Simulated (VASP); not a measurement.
# ZrB: single point with PBEsol

ZrB:

```
Zr B
1.0
     0.00000    2.47878    2.47878
     2.47878    0.00000    2.47878
     2.47878    2.47878    0.00000
Zr B
1 1
Direct
  0.00000 0.00000 0.00000
  0.50000 0.50000 0.50000
```

This cell differs from its parent crystal: volume scaled by 1.06.

```
Program                : VASP 6.6.1
Task                   : single point
Functional             : PBEsol
Potentials or basis    : VASP PAW PBE potentials, release 64 (Zr_sv, B)
Cutoff                 : 520 eV
k mesh                 : 14 × 14 × 14
Occupations            : gaussian, width 0.1 eV
Spin                   : no spin polarisation
Dipole correction      : no
Further INCAR settings : ALGO = Normal; EDIFF = 1e-06; NBANDS = 14
```

```yaml
Pressure: -8.6 GPa
```

Levels at points of the mesh, in eV from the Fermi level:
```csv
k point,band 6,band 7,band 8,band 9,band 10,band 11
"(0.00, 0.00, 0.00)",1.67,1.67,1.67,3.02,3.02,3.38
"(0.50, 0.00, 0.00)",-3.75,-1.11,-1.11,4.62,4.62,5.83
"(0.50, 0.50, 0.00)",-0.85,-0.75,1.98,1.98,4.38,5.49
```

Run time: 28 s on 1 thread of Intel(R) Xeon(R) Platinum 8488C (Sapphire Rapids) (shared host), peak memory 0.19 GiB.

Caveat: the PAW data sets were made with another functional, which shifts forces and pressure a little.
